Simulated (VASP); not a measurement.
# TlCl (Pm-3m) in VASP: notebook

The runs below take TlCl through single point, with HSE06, PBE-based screened hybrid with 50 % exact exchange, PBE-based global hybrid with 30 % exact exchange, PBE-based screened hybrid with 5 % exact exchange.

Program: VASP 6.6.1. These are calculated values, not measurements. Logs are shortened: lines on timing, memory, paths and dates and some standing lists are left out, and cuts for length are marked.

## 1. The cell of the first run

Symmetry: Pm-3m, No. 221, cubic system. Conventional cell: a = 3.794 Å, b = 3.794 Å, c = 3.794 Å, α = 90.00°, β = 90.00°, γ = 90.00°. Tl (site symmetry m-3m) has 8 Cl at 3.29 Å and 6 Tl at 3.79 Å within 4.3 Å. Cl (site symmetry m-3m) has 8 Tl at 3.29 Å and 6 Cl at 3.79 Å within 4.3 Å.

## 2. Single point, HSE06

Input file POSCAR:

```
TlCl
1.0
    3.7936346963      0.0000000000      0.0000000000
    0.0000000000      3.7936346963      0.0000000000
    0.0000000000      0.0000000000      3.7936346963
Tl Cl
1 1
Direct
    0.0000000000      0.0000000000      0.0000000000
    0.5000000000      0.5000000000      0.5000000000
```

Input file INCAR.step1:

```
SYSTEM = TlCl
ALGO = Normal
EDIFF = 1E-5
ENCUT = 400
GGA = PE
GGA_COMPAT = .False.
ISIF = 2
ISMEAR = 0
LASPH = .True.
LREAL = .False.
LWAVE = .True.
NBANDS = 17
NELM = 120
PREC = Accurate
SIGMA = 0.01
```

Input file INCAR.step2:

```
SYSTEM = TlCl
ALGO = Normal
EDIFF = 1E-6
ENCUT = 400
GGA = PE
GGA_COMPAT = .False.
HFSCREEN = 0.2079
ISIF = 2
ISMEAR = 0
ISTART = 1
LASPH = .True.
LCHARG = .True.
LELF = .True.
LHFCALC = .True.
LREAL = .False.
LVHAR = .True.
LWAVE = .False.
NBANDS = 17
NELM = 120
PREC = Accurate
PRECFOCK = Normal
SIGMA = 0.01
```

Input file KPOINTS:

```
k-points
0
Gamma
  4 4 4
  0 0 0
```

Potentials or basis: VASP PAW PBE potentials, release 64 (Tl_d, Cl).

Launch:

```console
cat potpaw_PBE.64/Tl_d/POTCAR potpaw_PBE.64/Cl/POTCAR > POTCAR
cp INCAR.step1 INCAR
mpirun -np 1 vasp_std > vasp.out
cp INCAR.step2 INCAR
mpirun -np 1 vasp_std > vasp.out
```

OUTCAR:

```text
SYSTEM = TlCl
   EDIFF = 1E-6
   ENCUT = 400
   GGA = PE
   HFSCREEN = 0.2079
   ISIF = 2
   ISMEAR = 0
   ISTART = 1
   LASPH = .True.
   LHFCALC = .True.
   LREAL = .False.
   NELM = 120
   PREC = Accurate
   PRECFOCK = Normal

 ion  position               nearest neighbor table
   1  0.000  0.000  0.000-   2 3.29   2 3.29   2 3.29   2 3.29   2 3.29   2 3.29   2 3.29   2 3.29

   2  0.500  0.500  0.500-   1 3.29   1 3.29   1 3.29   1 3.29   1 3.29   1 3.29   1 3.29   1 3.29

  LATTYP: Found a simple cubic cell.
 ALAT       =     3.7936346963

  Lattice vectors:

 A1 = (   3.7936346963,   0.0000000000,   0.0000000000)
 A2 = (   0.0000000000,   3.7936346963,   0.0000000000)
 A3 = (   0.0000000000,   0.0000000000,   3.7936346963)

Analysis of symmetry for initial positions (statically):
=====================================================================
 Subroutine PRICEL returns:
 Original cell was already a primitive cell.

 Routine SETGRP: Setting up the symmetry group for a
 simple cubic supercell.

 Subroutine GETGRP returns: Found 48 space group operations
 (whereof 48 operations were pure point group operations)
 out of a pool of 48 trial point group operations.

The static configuration has the point symmetry O_h .

Analysis of symmetry for dynamics (positions and initial velocities):
=====================================================================
 Subroutine PRICEL returns:
 Original cell was already a primitive cell.

 Routine SETGRP: Setting up the symmetry group for a
 simple cubic supercell.

 Subroutine GETGRP returns: Found 48 space group operations
 (whereof 48 operations were pure point group operations)
 out of a pool of 48 trial point group operations.

The dynamic configuration has the point symmetry O_h .

 Subroutine INISYM returns: Found 48 space group operations
 (whereof 48 operations are pure point group operations),
 and found     1 'primitive' translations

----------------------------------------------------------------------------------------

                                     Primitive cell

  volume of cell :      54.5967

  direct lattice vectors                    reciprocal lattice vectors
     3.793634696  0.000000000  0.000000000     0.263599445  0.000000000  0.000000000
     0.000000000  3.793634696  0.000000000     0.000000000  0.263599445  0.000000000
     0.000000000  0.000000000  3.793634696     0.000000000  0.000000000  0.263599445

  length of vectors
     3.793634696  3.793634696  3.793634696     0.263599445  0.263599445  0.263599445

  position of ions in fractional coordinates (direct lattice)
     0.000000000  0.000000000  0.000000000
     0.500000000  0.500000000  0.500000000

  ion indices of the primitive-cell ions
   primitive index   ion index
                 1           1
                 2           2

----------------------------------------------------------------------------------------

 KPOINTS: k-points

Automatic generation of k-mesh.
 Grid dimensions read from file:
 generate k-points for:    4    4    4

 Generating k-lattice:

  Cartesian coordinates                     Fractional coordinates (reciprocal lattice)
     0.065899861  0.000000000  0.000000000     0.250000000  0.000000000  0.000000000
     0.000000000  0.065899861  0.000000000     0.000000000  0.250000000  0.000000000
     0.000000000  0.000000000  0.065899861     0.000000000  0.000000000  0.250000000

  Length of vectors
     0.065899861  0.065899861  0.065899861

  Shift w.r.t. Gamma in fractional coordinates (k-lattice)
     0.000000000  0.000000000  0.000000000

 Subroutine IBZKPT returns following result:
 ===========================================

 Found     10 irreducible k-points:

 Following reciprocal coordinates:
            Coordinates               Weight
  0.000000  0.000000  0.000000      1.000000
  0.250000  0.000000  0.000000      6.000000
  0.500000  0.000000  0.000000      3.000000
  0.250000  0.250000  0.000000     12.000000
  0.500000  0.250000  0.000000     12.000000
  0.500000  0.500000  0.000000      3.000000
  0.250000  0.250000  0.250000      8.000000
  0.500000  0.250000  0.250000     12.000000
  0.500000  0.500000  0.250000      6.000000
  0.500000  0.500000  0.500000      1.000000
   k-points           NKPTS =     10   k-points in BZ     NKDIM =     64   number of bands    NBANDS=     17
   number of dos      NEDOS =    301   number of ions     NIONS =      2
   total plane-waves  NPLWV =  21952
   dimension x,y,z NGX =    28 NGY =   28 NGZ =   28
   dimension x,y,z NGXF=    56 NGYF=   56 NGZF=   56
   ions per type =               1   1
   NGX,Y,Z   is equivalent  to a cutoff of  12.27, 12.27, 12.27 a.u.
   NGXF,Y,Z  is equivalent  to a cutoff of  24.54, 24.54, 24.54 a.u.
 SYSTEM =  TlCl
   PREC   = accura    normal or accurate (medium, high low for compatibility)
   ISTART =      1    job   : 0-new  1-cont  2-samecut
   ICHARG =      0    charge: 1-file 2-atom 10-const
   ISPIN  =      1    spin polarized calculation?
   LNONCOLLINEAR =      F non collinear calculations
   LSORBIT =      F    spin-orbit coupling
   LASPH  =      T    aspherical Exc in radial PAW
   ENCUT  =  400.0 eV  29.40 Ry    5.42 a.u.   6.19  6.19  6.19*2*pi/ulx,y,z
   NELM   =    120;   NELMIN=  2; NELMDL=  0     # of ELM steps
   EDIFF  = 0.1E-05   stopping-criterion for ELM
   LREAL  =      F    real-space projection
   EDIFFG = 0.1E-04   stopping-criterion for IOM
   NSW    =      0    number of steps for IOM
   IBRION =     -1    ionic relax: 0-MD 1-quasi-New 2-CG
   NFREE  =      0    steps in history (QN), initial steepest desc. (CG)
   ISIF   =      2    stress and relaxation
   ISYM   =      3    0-nonsym 1-usesym 2-fastsym
   POTIM  = 0.5000    time-step for ionic-motion
   TEBEG  =    0.0;   TEEND  =   0.0 temperature during run
   PSTRESS=    0.0 pullay stress
   NELECT =      20.0000    total number of electrons
   NUPDOWN=      -1.0000    fix difference up-down
   EMIN   =  10.00;   EMAX   =-10.00  energy-range for DOS
   EFERMI =   0.00;   METHOD = LEGACY
   ISMEAR =     0;   SIGMA  =   0.01  broadening in eV -4-tet -1-fermi 0-gaus
   EFERMI_NEDOS =   21; number of points for ismear=-14 and -15
   IALGO  =     38    algorithm
   IMIX   =      1    mixing-type and parameters
     AMIX     =   0.40;   BMIX     =  1.00
     AMIX_MAG =   1.60;   BMIX_MAG =  1.00
  volume/ion in A,a.u.               =      27.30       184.22
  Fermi-wavevector in a.u.,A,eV,Ry     =   1.171375  2.213578 18.668821  1.372120
  Thomas-Fermi vector in A             =   2.307820
   LORBIT       =      0    0 simple, 1 ext, 2 COOP (PROOUT), +10 PAW based schemes
   GGA     = PE    functional components
   LHFCALC =     T    Hartree Fock is set to
   PRECFOCK=normal    Normal, Fast or Accurate (Low or Medium for compatibility)
   ENCUT4O =  -1.0   cutoff for four orbital integrals eV
   NKREDX  =     1    reduce k-point grid by
   NKREDY  =     1    reduce k-point grid by
   NKREDZ  =     1    reduce k-point grid by
   AEXX    =    0.2500 exact exchange contribution
   HFSCREEN=    0.2079 screening length (either q_TF or 0.3 A-1)
   HFSCREENC=   0.2079 screening length for correlation (either q_TF or 0.3 A-1)
   ENCUTFOCK=  -1.0 apply spherical cutoff to Coloumb kernel
   IVDW    =     0    specifies the selected vdW correction
   LEPSILON=     F    determine dielectric tensor
   LRPA    =     F    only Hartree local field effects (RPA)
 non-spin polarized calculation
 Gauss-broadening in eV      SIGMA  =   0.01
  energy-cutoff  :      400.00
  volume of cell :       54.60
 maximum number of plane-waves:      1021
 NGX is ok and might be reduce to    28
  NGX = 20; NGY = 20; NGZ = 20

 number of electron      20.0000001 magnetization

 Free energy of the ion-electron system (eV)
  ---------------------------------------------------
  ext. energy  EPLUGINS =         0.00000000
  ---------------------------------------------------
  free energy    TOTEN  =        -7.14658197 eV

  energy without entropy =       -7.14658197  energy(sigma->0) =       -7.14658197

 E-fermi :   2.6099     XC(G=0):  -7.7067

 val. band max:        2.5546774644   @ k =   0.5000   0.0000   0.0000
 cond. band min:       5.2955891987   @ k =   0.5000   0.0000   0.0000
 fundamental gap:      2.7409117343
 Fermi energy:         2.6098911227

 k-point     1 :       0.0000    0.0000    0.0000
  band No.  band energies     occupation
      1     -13.0043      2.00000
      2      -8.7401      2.00000
      3      -8.7401      2.00000
      4      -8.4799      2.00000
      5      -8.4799      2.00000
      6      -8.4799      2.00000
[... 9 lines left out ...]
     16      16.6682      0.00000
     17      18.0911      0.00000

 k-point     2 :       0.2500    0.0000    0.0000
  band No.  band energies     occupation
      1     -12.8603      2.00000
      2      -8.7321      2.00000
      3      -8.6443      2.00000
      4      -8.5265      2.00000
      5      -8.5265      2.00000
      6      -8.4757      2.00000
[... 9 lines left out ...]
     16      16.9103      0.00000
     17      18.0490      0.00000

 k-point     3 :       0.5000    0.0000    0.0000
  band No.  band energies     occupation
      1     -12.7054      2.00000
      2      -8.7243      2.00000
      3      -8.5724      2.00000
      4      -8.5724      2.00000
      5      -8.5559      2.00000
      6      -8.4716      2.00000
[... 9 lines left out ...]
     16      17.9600      0.00000
     17      18.0232      0.00000

 k-point     4 :       0.2500    0.2500    0.0000
  band No.  band energies     occupation
      1     -12.7536      2.00000
      2      -8.6840      2.00000
      3      -8.5791      2.00000
      4      -8.5352      2.00000
      5      -8.5227      2.00000
      6      -8.5120      2.00000
[... 9 lines left out ...]
     16      15.6333      0.00000
     17      15.9943      0.00000
[... 63 lines left out ...]
      1     -12.5553      2.00000
      2      -8.6289      2.00000
      3      -8.5651      2.00000
      4      -8.5649      2.00000
      5      -8.5193      2.00000
      6      -8.4622      2.00000
[... 9 lines left out ...]
     16      15.5436      0.00000
     17      19.3712      0.00000

 k-point     9 :       0.5000    0.5000    0.2500
  band No.  band energies     occupation
      1     -12.4647      2.00000
      2      -8.6179      2.00000
      3      -8.6179      2.00000
      4      -8.5855      2.00000
      5      -8.5119      2.00000
      6      -8.3935      2.00000
[... 9 lines left out ...]
     16      16.0291      0.00000
     17      20.2795      0.00000

 k-point    10 :       0.5000    0.5000    0.5000
  band No.  band energies     occupation
      1     -12.3425      2.00000
      2      -8.6881      2.00000
      3      -8.6881      2.00000
      4      -8.6881      2.00000
      5      -8.3910      2.00000
      6      -8.3910      2.00000
[... 9 lines left out ...]
     16      16.8126      0.00000
     17      21.1687      0.00000

------------------------ aborting loop because EDIFF is reached ----------------------------------------

  FORCE on cell =-STRESS in cart. coord.  units (eV):
  Direction    XX          YY          ZZ          XY          YZ          ZX
  --------------------------------------------------------------------------------------
  -------------------------------------------------------------------------------------
  Total        0.6442303      0.6442303      0.6442303      0.0000000      0.0000000     -0.0000000
  in kB       18.9053704     18.9053704     18.9053704      0.0000000      0.0000000     -0.0000000
  external PRESSURE =      18.9053704 kB  Pullay stress =       0.0000000 kB

 VOLUME and BASIS-vectors are now :
 -----------------------------------------------------------------------------
  energy-cutoff  :      400.00
  volume of cell :       54.60
      direct lattice vectors                 reciprocal lattice vectors
     3.793634696  0.000000000  0.000000000     0.263599445  0.000000000  0.000000000
     0.000000000  3.793634696  0.000000000     0.000000000  0.263599445  0.000000000
     0.000000000  0.000000000  3.793634696     0.000000000  0.000000000  0.263599445

 POSITION                                       TOTAL-FORCE (eV/Angst)
 -----------------------------------------------------------------------------------
      0.00000      0.00000      0.00000         0.000000      0.000000      0.000000
      1.89682      1.89682      1.89682         0.000000      0.000000      0.000000
 -----------------------------------------------------------------------------------
    total drift:                                0.000000      0.000000      0.000000

  FREE ENERGIE OF THE ION-ELECTRON SYSTEM (eV)
  ---------------------------------------------------
  free  energy   TOTEN  =        -7.1465819725 eV

  energy  without entropy=       -7.1465819725  energy(sigma->0) =       -7.14658197
```

Run time: 9 min. Hardware: 1 thread of Intel Xeon 8259CL, shared host; peak memory 0.26 GiB.

Results:

* Free energy: -7.1466 eV
* Pressure: 1.9 GPa
* Band gap on the k mesh: 2.74 eV

Caveat: the PAW data sets were made with another functional, which shifts forces and pressure a little; spin-orbit coupling is left out, which moves the levels of the heavy elements. A k mesh can miss the band edges.

## 3. Single point, PBE-based screened hybrid with 50 % exact exchange

POSCAR is that of step 2.

Input file INCAR.step1:

```
SYSTEM = TlCl
ALGO     = Normal         ! electronic algorithm
EDIFF    = 1E-5           ! SCF threshold, eV
ENCUT    = 400            ! plane-wave cutoff, eV
GGA      = PE             ! functional
GGA_COMPAT= .False.      
ISIF     = 2              ! what is computed and relaxed
ISMEAR   = 0              ! smearing method
LASPH    = .True.         ! aspherical terms in the spheres
LREAL    = .False.        ! projectors in reciprocal space
LWAVE    = .True.         ! write WAVECAR
NBANDS   = 17             ! bands
NELM     = 120            ! most SCF steps
PREC     = Accurate       ! precision mode
SIGMA    = 0.01           ! smearing width, eV
```

Input file INCAR.step2:

```
SYSTEM = TlCl
AEXX     = 0.5            ! exact-exchange fraction
ALGO     = Normal         ! electronic algorithm
EDIFF    = 1E-6           ! SCF threshold, eV
ENCUT    = 400            ! plane-wave cutoff, eV
GGA      = PE             ! functional
GGA_COMPAT= .False.      
HFSCREEN = 0.5            ! screening, 1/A
ISIF     = 2              ! what is computed and relaxed
ISMEAR   = 0              ! smearing method
ISTART   = 1            
LASPH    = .True.         ! aspherical terms in the spheres
LCHARG   = .True.         ! write CHGCAR
LELF     = .True.         ! ELF
LHFCALC  = .True.         ! exact exchange
LREAL    = .False.        ! projectors in reciprocal space
LVHAR    = .True.       
LWAVE    = .False.        ! write WAVECAR
NBANDS   = 17             ! bands
NELM     = 120            ! most SCF steps
PREC     = Accurate       ! precision mode
PRECFOCK = Normal       
SIGMA    = 0.01           ! smearing width, eV
```

KPOINTS is that of step 2.

Potentials or basis: VASP PAW PBE potentials, release 64 (Tl_d, Cl).

Launch:

```console
cat potpaw_PBE.64/Tl_d/POTCAR potpaw_PBE.64/Cl/POTCAR > POTCAR
cp INCAR.step1 INCAR
mpirun -np 1 vasp_std > vasp.out
cp INCAR.step2 INCAR
mpirun -np 1 vasp_std > vasp.out
```

Run time: 10 min. Hardware: 1 thread of Intel Xeon 8259CL, shared host; peak memory 0.26 GiB.

Results (log left out):

| Quantity | Value |
| --- | --- |
| Free energy | -7.3013 eV |
| Pressure | 1.7 GPa |
| Band gap on the k mesh | 2.66 eV |

Levels at points of the mesh, in eV from the valence-band top:
| k point | band 7 | band 8 | band 9 | band 10 | band 11 | band 12 | band 13 | band 14 |
| --- | --- | --- | --- | --- | --- | --- | --- | --- |
| (0.00, 0.00, 0.00) | -4.67 | -2.21 | -2.21 | -2.21 | 8.55 | 8.55 | 9.07 | 9.07 |
| (0.50, 0.00, 0.00) | -6.13 | -1.74 | -1.74 | 0.00 | 2.66 | 7.53 | 7.53 | 9.56 |
| (0.50, 0.50, 0.00) | -3.80 | -3.80 | -3.31 | -1.68 | 5.73 | 5.73 | 9.30 | 9.80 |
| (0.50, 0.50, 0.50) | -2.80 | -2.80 | -2.80 | -1.85 | 3.06 | 3.06 | 3.06 | 14.27 |

Caveat: the PAW data sets were made with another functional, which shifts forces and pressure a little; spin-orbit coupling is left out, which moves the levels of the heavy elements. A k mesh can miss the band edges.

(Continued in part 2 of 2.)
